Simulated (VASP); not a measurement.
# PbF2 (I4/mmm) in VASP: notebook

The runs below take PbF2 through single point, with PBEsol.

Program: VASP 6.6.1. These are calculated values, not measurements. Logs are shortened: lines on timing, memory, paths and dates and some standing lists are left out, and cuts for length are marked.

## Step 1: The cell of the first run

It takes space group I4/mmm (No. 139, tetragonal). The conventional cell has a = 3.848 Å, b = 3.848 Å, c = 7.075 Å, α = 90.00°, β = 90.00°, γ = 90.00°. Pb (site symmetry 4/mmm) has 8 F at 2.61 Å within 3.4 Å. F (site symmetry -4m2) has 4 Pb at 2.61 Å and 4 F at 2.72 Å within 3.4 Å.

## Step 2: Single point, PBEsol

INCAR reads:

```
SYSTEM = PbF2
PREC = Accurate
ENCUT = 520
EDIFF = 1E-6
ISMEAR = 0
SIGMA = 0.05
LREAL = .FALSE.
LASPH = .TRUE.
NELM = 80
ALGO = Normal
ISIF = 2
LWAVE = .FALSE.
LCHARG = .TRUE.
GGA = PS
LELF = .TRUE.
LVHAR = .TRUE.
NBANDS = 21
```

KPOINTS reads:

```
Automatic mesh
0
G
  8 8 8
  0 0 0
```

POSCAR reads:

```
PbF2
1.0
    0.0000000000      2.7211557324      3.5375024521
    2.7211557324      0.0000000000      3.5375024521
    2.7211557324      2.7211557324      0.0000000000
Pb F
1 2
Direct
    0.0000000000      0.0000000000      0.0000000000
    0.2500000000      0.2500000000      0.2500000000
    0.7500000000      0.7500000000      0.7500000000
```

Potentials or basis: VASP PAW PBE potentials, release 64 (Pb_d, F).

Launch:

```sh
$ cat potpaw_PBE.64/Pb_d/POTCAR potpaw_PBE.64/F/POTCAR > POTCAR
$ mpirun -np 1 vasp_std > vasp.out
```

OUTCAR:

```text
SYSTEM = PbF2
   PREC = Accurate
   ENCUT = 520
   EDIFF = 1E-6
   ISMEAR = 0
   LREAL = .FALSE.
   LASPH = .TRUE.
   NELM = 80
   ISIF = 2
   GGA = PS

 ion  position               nearest neighbor table
   1  0.000  0.000  0.000-   3 2.61   3 2.61   3 2.61   2 2.61   3 2.61   2 2.61   2 2.61   2 2.61

   2  0.250  0.250  0.250-   1 2.61   1 2.61   1 2.61   1 2.61
   3  0.750  0.750  0.750-   1 2.61   1 2.61   1 2.61   1 2.61

  LATTYP: Found a body centered tetragonal cell.
 ALAT       =     3.8482953421
 C/A-ratio  =     1.8384776311

  Lattice vectors:

 A1 = (  -2.7211557324,   0.0000000000,   3.5375024521)
 A2 = (   2.7211557324,   0.0000000000,   3.5375024521)
 A3 = (   0.0000000000,   2.7211557324,  -3.5375024521)

Analysis of symmetry for initial positions (statically):
=====================================================================
 Subroutine PRICEL returns:
 Original cell was already a primitive cell.

 Routine SETGRP: Setting up the symmetry group for a
 body centered tetragonal supercell.

 Subroutine GETGRP returns: Found 16 space group operations
 (whereof 16 operations were pure point group operations)
 out of a pool of 16 trial point group operations.

The static configuration has the point symmetry D_4h.

Analysis of symmetry for dynamics (positions and initial velocities):
=====================================================================
 Subroutine PRICEL returns:
 Original cell was already a primitive cell.

 Routine SETGRP: Setting up the symmetry group for a
 body centered tetragonal supercell.

 Subroutine GETGRP returns: Found 16 space group operations
 (whereof 16 operations were pure point group operations)
 out of a pool of 16 trial point group operations.

The dynamic configuration has the point symmetry D_4h.

 Subroutine INISYM returns: Found 16 space group operations
 (whereof 16 operations are pure point group operations),
 and found     1 'primitive' translations

----------------------------------------------------------------------------------------

                                     Primitive cell

  volume of cell :      52.3882

  direct lattice vectors                    reciprocal lattice vectors
     0.000000000  2.721155732  3.537502452    -0.183745456  0.183745456  0.141342658
     2.721155732  0.000000000  3.537502452     0.183745456 -0.183745456  0.141342658
     2.721155732  2.721155732  0.000000000     0.183745456  0.183745456 -0.141342658

  length of vectors
     4.463027237  4.463027237  3.848295342     0.295808269  0.295808269  0.295808269

  position of ions in fractional coordinates (direct lattice)
     0.000000000  0.000000000  0.000000000
     0.250000000  0.250000000  0.250000000
     0.750000000  0.750000000  0.750000000

  ion indices of the primitive-cell ions
   primitive index   ion index
                 1           1
                 2           2
                 3           3

----------------------------------------------------------------------------------------

 KPOINTS: Automatic mesh

Automatic generation of k-mesh.
 Grid dimensions read from file:
 generate k-points for:    8    8    8

 Generating k-lattice:

  Cartesian coordinates                     Fractional coordinates (reciprocal lattice)
    -0.022968182  0.022968182  0.017667832     0.125000000 -0.000000000  0.000000000
     0.022968182 -0.022968182  0.017667832    -0.000000000  0.125000000  0.000000000
     0.022968182  0.022968182 -0.017667832     0.000000000  0.000000000  0.125000000

  Length of vectors
     0.036976034  0.036976034  0.036976034

  Shift w.r.t. Gamma in fractional coordinates (k-lattice)
     0.000000000  0.000000000  0.000000000

 Subroutine IBZKPT returns following result:
 ===========================================

 Found     59 irreducible k-points:

 Following reciprocal coordinates:
            Coordinates               Weight
  0.000000  0.000000  0.000000      1.000000
  0.125000 -0.000000  0.000000      8.000000
  0.250000 -0.000000  0.000000      8.000000
  0.375000 -0.000000  0.000000      8.000000
  0.500000 -0.000000  0.000000      4.000000
  0.125000  0.125000  0.000000      2.000000
[... 16 lines left out ...]
  0.250000 -0.000000  0.125000     16.000000
  0.375000 -0.000000  0.125000     16.000000
 [... further k-points ...]
   k-points           NKPTS =     59   k-points in BZ     NKDIM =     59   number of bands    NBANDS=     21
   number of dos      NEDOS =    301   number of ions     NIONS =      3
   total plane-waves  NPLWV =  38880
   dimension x,y,z NGX =    36 NGY =   36 NGZ =   30
   dimension x,y,z NGXF=    72 NGYF=   72 NGZF=   60
   ions per type =               1   2
   NGX,Y,Z   is equivalent  to a cutoff of  13.41, 13.41, 12.96 a.u.
   NGXF,Y,Z  is equivalent  to a cutoff of  26.82, 26.82, 25.92 a.u.
 SYSTEM =  PbF2
   PREC   = accura    normal or accurate (medium, high low for compatibility)
   ISTART =      0    job   : 0-new  1-cont  2-samecut
   ICHARG =      2    charge: 1-file 2-atom 10-const
   ISPIN  =      1    spin polarized calculation?
   LNONCOLLINEAR =      F non collinear calculations
   LSORBIT =      F    spin-orbit coupling
   LASPH  =      T    aspherical Exc in radial PAW
   ENCUT  =  520.0 eV  38.22 Ry    6.18 a.u.   8.30  8.30  7.16*2*pi/ulx,y,z
   NELM   =     80;   NELMIN=  2; NELMDL= -5     # of ELM steps
   EDIFF  = 0.1E-05   stopping-criterion for ELM
   LREAL  =      F    real-space projection
   EDIFFG = 0.1E-04   stopping-criterion for IOM
   NSW    =      0    number of steps for IOM
   IBRION =     -1    ionic relax: 0-MD 1-quasi-New 2-CG
   NFREE  =      0    steps in history (QN), initial steepest desc. (CG)
   ISIF   =      2    stress and relaxation
   ISYM   =      2    0-nonsym 1-usesym 2-fastsym
   POTIM  = 0.5000    time-step for ionic-motion
   TEBEG  =    0.0;   TEEND  =   0.0 temperature during run
   PSTRESS=    0.0 pullay stress
   NELECT =      28.0000    total number of electrons
   NUPDOWN=      -1.0000    fix difference up-down
   EMIN   =  10.00;   EMAX   =-10.00  energy-range for DOS
   EFERMI =   0.00;   METHOD = LEGACY
   ISMEAR =     0;   SIGMA  =   0.05  broadening in eV -4-tet -1-fermi 0-gaus
   EFERMI_NEDOS =   21; number of points for ismear=-14 and -15
   IALGO  =     38    algorithm
   IMIX   =      4    mixing-type and parameters
     AMIX     =   0.40;   BMIX     =  1.00
     AMIX_MAG =   1.60;   BMIX_MAG =  1.00
  volume/ion in A,a.u.               =      17.46       117.84
  Fermi-wavevector in a.u.,A,eV,Ry     =   1.328566  2.510625 24.015460  1.765086
  Thomas-Fermi vector in A             =   2.457794
   LORBIT       =      0    0 simple, 1 ext, 2 COOP (PROOUT), +10 PAW based schemes
   GGA     = PS    functional components
   LHFCALC =     F    Hartree Fock is set to
   AEXX    =    0.0000 exact exchange contribution
   IVDW    =     0    specifies the selected vdW correction
   LEPSILON=     F    determine dielectric tensor
   LRPA    =     F    only Hartree local field effects (RPA)
 non-spin polarized calculation
 Gauss-broadening in eV      SIGMA  =   0.05
  energy-cutoff  :      520.00
  volume of cell :       52.39
 maximum number of plane-waves:      1430
 NGX is ok and might be reduce to    36

 number of electron      27.9999998 magnetization

 Free energy of the ion-electron system (eV)
  ---------------------------------------------------
  ext. energy  EPLUGINS =         0.00000000
  ---------------------------------------------------
  free energy    TOTEN  =       -14.45906814 eV

  energy without entropy =      -14.45906814  energy(sigma->0) =      -14.45906814

 E-fermi :   2.2532     XC(G=0):  -9.6963

 val. band max:        2.0113680115   @ k =   0.5000   0.5000   0.0000
 cond. band min:       5.0902563141   @ k =   0.5000   0.0000   0.5000
 fundamental gap:      3.0788883027
 Fermi energy:         2.2532262287

 k-point     1 :       0.0000    0.0000    0.0000
  band No.  band energies     occupation
      1     -18.9977      2.00000
      2     -18.2128      2.00000
      3     -13.0949      2.00000
      4     -12.9563      2.00000
      5     -12.8708      2.00000
      6     -12.8708      2.00000
[... 13 lines left out ...]
     20      15.9814      0.00000
     21      16.4199      0.00000

 k-point     2 :       0.1250   -0.0000    0.0000
  band No.  band energies     occupation
      1     -18.9616      2.00000
      2     -18.2464      2.00000
      3     -13.0770      2.00000
      4     -12.9603      2.00000
      5     -12.8666      2.00000
      6     -12.8558      2.00000
[... 13 lines left out ...]
     20      16.4020      0.00000
     21      16.6734      0.00000

 k-point     3 :       0.2500   -0.0000    0.0000
  band No.  band energies     occupation
      1     -18.8662      2.00000
      2     -18.3348      2.00000
      3     -13.0406      2.00000
      4     -12.9704      2.00000
      5     -12.8563      2.00000
      6     -12.8342      2.00000
[... 13 lines left out ...]
     20      16.5258      0.00000
     21      17.3036      0.00000

 k-point     4 :       0.3750   -0.0000    0.0000
  band No.  band energies     occupation
      1     -18.7373      2.00000
      2     -18.4540      2.00000
      3     -13.0144      2.00000
      4     -12.9806      2.00000
      5     -12.8457      2.00000
      6     -12.8201      2.00000
[... 13 lines left out ...]
     20      15.8321      0.00000
     21      16.4731      0.00000

 k-point     5 :       0.5000   -0.0000    0.0000
  band No.  band energies     occupation
      1     -18.6266      2.00000
      2     -18.5594      2.00000
      3     -13.0062      2.00000
      4     -12.9849      2.00000
      5     -12.8413      2.00000
      6     -12.8139      2.00000
[... 13 lines left out ...]
     20      15.3522      0.00000
     21      16.1544      0.00000

 k-point     6 :       0.1250    0.1250    0.0000
  band No.  band energies     occupation
      1     -18.9779      2.00000
      2     -18.2268      2.00000
      3     -13.0720      2.00000
      4     -12.9555      2.00000
      5     -12.8639      2.00000
      6     -12.8639      2.00000
[... 13 lines left out ...]
     20      16.0313      0.00000
     21      17.1687      0.00000

 k-point     7 :       0.2500    0.1250    0.0000
  band No.  band energies     occupation
      1     -18.9287      2.00000
      2     -18.2688      2.00000
      3     -13.0405      2.00000
      4     -12.9591      2.00000
      5     -12.8547      2.00000
      6     -12.8489      2.00000
[... 13 lines left out ...]
     20      16.1241      0.00000
     21      17.7341      0.00000
[... 291 lines left out ...]
      1     -18.7827      2.00000
      2     -18.3869      2.00000
      3     -12.9668      2.00000
      4     -12.9481      2.00000
      5     -12.8361      2.00000
      6     -12.8280      2.00000
[... 13 lines left out ...]
     20      17.6241      0.00000
     21      17.6633      0.00000

 k-point    21 :       0.5000    0.5000    0.0000
  band No.  band energies     occupation
      1     -18.8628      2.00000
      2     -18.3044      2.00000
      3     -12.9508      2.00000
      4     -12.9404      2.00000
      5     -12.8620      2.00000
      6     -12.8233      2.00000
[... 13 lines left out ...]
     20      19.9311      0.00000
     21      19.9420      0.00000

 k-point    22 :       0.1250    0.0000    0.1250
  band No.  band energies     occupation
      1     -18.9369      2.00000
      2     -18.2712      2.00000
      3     -13.0689      2.00000
      4     -12.9649      2.00000
      5     -12.8710      2.00000
      6     -12.8418      2.00000
[... 13 lines left out ...]
     20      16.0846      0.00000
     21      17.0195      0.00000

 k-point    23 :       0.2500   -0.0000    0.1250
  band No.  band energies     occupation
      1     -18.8519      2.00000
      2     -18.3495      2.00000
      3     -13.0350      2.00000
      4     -12.9753      2.00000
      5     -12.8646      2.00000
      6     -12.8309      2.00000
[... 13 lines left out ...]
     20      16.2459      0.00000
     21      17.2576      0.00000

 k-point    24 :       0.3750   -0.0000    0.1250
  band No.  band energies     occupation
      1     -18.7308      2.00000
      2     -18.4591      2.00000
      3     -13.0034      2.00000
      4     -12.9857      2.00000
      5     -12.8493      2.00000
      6     -12.8168      2.00000
[... 13 lines left out ...]
     20      16.3356      0.00000
     21      17.5782      0.00000

 [... further k-points ...]
[... 5 lines left out ...]
  --------------------------------------------------------------------------------------
  -------------------------------------------------------------------------------------
  Total        0.7458113      0.7458113     -5.2440125      0.0000000      0.0000000      0.0000000
  in kB       22.8089857     22.8089857   -160.3765112      0.0000000      0.0000000      0.0000000
  external PRESSURE =     -38.2528466 kB  Pullay stress =       0.0000000 kB

 VOLUME and BASIS-vectors are now :
 -----------------------------------------------------------------------------
  energy-cutoff  :      520.00
  volume of cell :       52.39
      direct lattice vectors                 reciprocal lattice vectors
     0.000000000  2.721155732  3.537502452    -0.183745456  0.183745456  0.141342658
     2.721155732  0.000000000  3.537502452     0.183745456 -0.183745456  0.141342658
     2.721155732  2.721155732  0.000000000     0.183745456  0.183745456 -0.141342658

 POSITION                                       TOTAL-FORCE (eV/Angst)
 -----------------------------------------------------------------------------------
      0.00000      0.00000      0.00000        -0.000000     -0.000000      0.000000
      1.36058      1.36058      1.76875        -0.000000     -0.000000     -0.000000
      4.08173      4.08173      5.30625         0.000000      0.000000      0.000000
 -----------------------------------------------------------------------------------
    total drift:                                0.000000      0.000000      0.000000

  FREE ENERGIE OF THE ION-ELECTRON SYSTEM (eV)
  ---------------------------------------------------
  free  energy   TOTEN  =       -14.4590681408 eV

  energy  without entropy=      -14.4590681408  energy(sigma->0) =      -14.45906814
```

It took 31 s on 1 thread of Intel Xeon Platinum 8559C (Emerald Rapids), shared host; peak memory 0.21 GiB.

Results:

```
Free energy            : -14.4591 eV
Pressure               : -3.8 GPa
Band gap on the k mesh : 3.08 eV, indirect (least direct gap 4.02 eV)
```

Stress tensor (GPa, compression positive):
```
  2.28   0.00   0.00
  0.00   2.28   0.00
  0.00   0.00 -16.04
```

Levels at points of the mesh, in eV from the valence-band top:
```tsv
k point	band 11	band 12	band 13	band 14	band 15	band 16	band 17	band 18
(0.00, 0.00, 0.00)	-2.63	-2.27	-1.34	-1.34	6.08	6.08	7.14	10.16
(0.50, 0.00, 0.00)	-2.30	-2.29	-1.97	-0.46	3.56	7.18	7.44	12.65
(0.50, 0.50, 0.00)	-2.06	-1.16	-1.16	0.00	4.44	7.35	7.35	8.61
(0.50, 0.00, 0.50)	-2.16	-1.10	-1.03	-1.00	3.08	5.80	7.81	8.24
```

Caveat: the PAW data sets were made with another functional, which shifts forces and pressure a little; spin-orbit coupling is left out, which moves the levels of the heavy elements. A k mesh can miss the band edges.

## Step 3: Single point, PBEsol

This run uses another cell than the first one, of the same volume but with other edges.

INCAR reads:

```
  ALGO = Normal
  EDIFF = 1E-7
  ENCUT = 520
  GGA = PS
  ISIF = 2
  ISMEAR = 0
  LASPH = T
  LCHARG = F
  LREAL = F
  LWAVE = F
  NBANDS = 21
  NELM = 100
  PREC = Accurate
  SIGMA = 0.05
```

KPOINTS reads:

```
k-points
0
Gamma
  8 8 8
```

POSCAR reads:

```
PbF2
1.0
    0.0000000000      3.0535514289      2.8092673146
    3.0535514289      0.0000000000      2.8092673146
    3.0535514289      3.0535514289      0.0000000000
Pb F
1 2
Direct
    0.0000000000      0.0000000000      0.0000000000
    0.2500000000      0.2500000000      0.2500000000
    0.7500000000      0.7500000000      0.7500000000
```

Potentials or basis: VASP PAW PBE potentials, release 64 (Pb_d, F).

Launch:

```sh
$ cat potpaw_PBE.64/Pb_d/POTCAR potpaw_PBE.64/F/POTCAR > POTCAR
$ mpirun -np 1 vasp_std > vasp.out
```

Run time: 24 s. Hardware: 1 thread of Intel Xeon Platinum 8559C (Emerald Rapids), shared host; peak memory 0.2 GiB.

The run converged. Its results:

```yaml
Free_energy: -14.8906 eV
Pressure: -1.9 GPa
Band_gap_on_the_k_mesh: 4.02 eV, indirect (least direct gap 4.34 eV)
```

Stress tensor (GPa, compression positive):
```
-3.46  0.00  0.00
 0.00 -3.46  0.00
 0.00  0.00  1.14
```

Levels at points of the mesh, in eV from the valence-band top:
```tsv
k point	band 12	band 13	band 14	band 15	band 16	band 17
(0.00, 0.00, 0.00)	-2.25	-2.25	-1.66	6.29	6.65	6.65
(0.50, 0.00, 0.00)	-2.28	-2.18	-0.18	4.70	7.33	7.48
(0.50, 0.50, 0.00)	-1.71	-1.36	-0.64	4.02	7.54	7.54
(0.50, 0.00, 0.50)	-1.74	-1.36	-0.18	4.16	7.37	7.92
```

Caveat: the PAW data sets were made with another functional, which shifts forces and pressure a little; spin-orbit coupling is left out, which moves the levels of the heavy elements. A k mesh can miss the band edges.
